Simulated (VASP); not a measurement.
Write the native input for VASP 6.6.1 that does the following.

```
Task                   : single point
Functional             : r2SCAN
Potentials or basis    : VASP PAW PBE potentials, release 64 (Sn_d, O)
Cutoff                 : 520 eV
k mesh                 : 6 × 6 × 8
Occupations            : gaussian, width 0.02 eV
Spin                   : no spin polarisation
Dipole correction      : no
Further INCAR settings : ALGO = Normal; EDIFF = 1e-07; NBANDS = 35
```

SnO2:

```
Sn O
1.0
     5.04553    0.00000    0.00000
     0.00000    5.04553    0.00000
     0.00000    0.00000    3.09738
Sn O
2 4
Direct
  0.50000 0.50000 0.50000
  0.00000 0.00000 0.00000
  0.30898 0.30898 0.00000
  0.80898 0.19102 0.50000
  0.19102 0.80898 0.50000
  0.69102 0.69102 0.00000
```

These files were run (other wordings do the same):

POSCAR

```
SnO2
1.0
    5.0455341317      0.0000000000      0.0000000000
    0.0000000000      5.0455341317      0.0000000000
    0.0000000000      0.0000000000      3.0973773358
Sn O
2 4
Direct
    0.5000000000      0.5000000000      0.5000000000
    0.0000000000      0.0000000000      0.0000000000
    0.3089833824      0.3089833824      0.0000000000
    0.8089833824      0.1910166176      0.5000000000
    0.1910166176      0.8089833824      0.5000000000
    0.6910166176      0.6910166176      0.0000000000
```

INCAR.step1

```
ALGO = Normal ; EDIFF = 1E-4
ENCUT = 520 ; GGA = PE
ISMEAR = 0 ; LASPH = T
LCHARG = F ; LREAL = F
LWAVE = T ; NBANDS = 35
NELM = 80 ; PREC = Accurate
SIGMA = 0.02
```

INCAR.step2

```
ALGO = Normal ; EDIFF = 1E-7
ENCUT = 520 ; ISIF = 2
ISMEAR = 0 ; ISTART = 1
LASPH = T ; LCHARG = F
LMIXTAU = T ; LREAL = F
LWAVE = F ; METAGGA = R2SCAN
NBANDS = 35 ; NELM = 80
PREC = Accurate ; SIGMA = 0.02
```

KPOINTS

```
k-points
0
Gamma
  6 6 8
```

Potentials or basis: VASP PAW PBE potentials, release 64 (Sn_d, O).

The run is started by

```console
$ cat potpaw_PBE.64/Sn_d/POTCAR potpaw_PBE.64/O/POTCAR > POTCAR
$ cp INCAR.step1 INCAR
$ mpirun -np 1 vasp_std > vasp.out
$ cp INCAR.step2 INCAR
$ mpirun -np 1 vasp_std > vasp.out
```

It gave:

```
Pressure               : -8.8 GPa
Largest force          : 0.071 eV/Å
Band gap on the k mesh : 1.33 eV, direct
```

Caveat: the PAW data sets were made with another functional, which shifts forces and pressure a little; spin-orbit coupling is left out, which moves the levels of the heavy elements.

It took 7 min on 1 thread of Intel Xeon 6975P-C (shared host), peak memory 0.27 GiB.
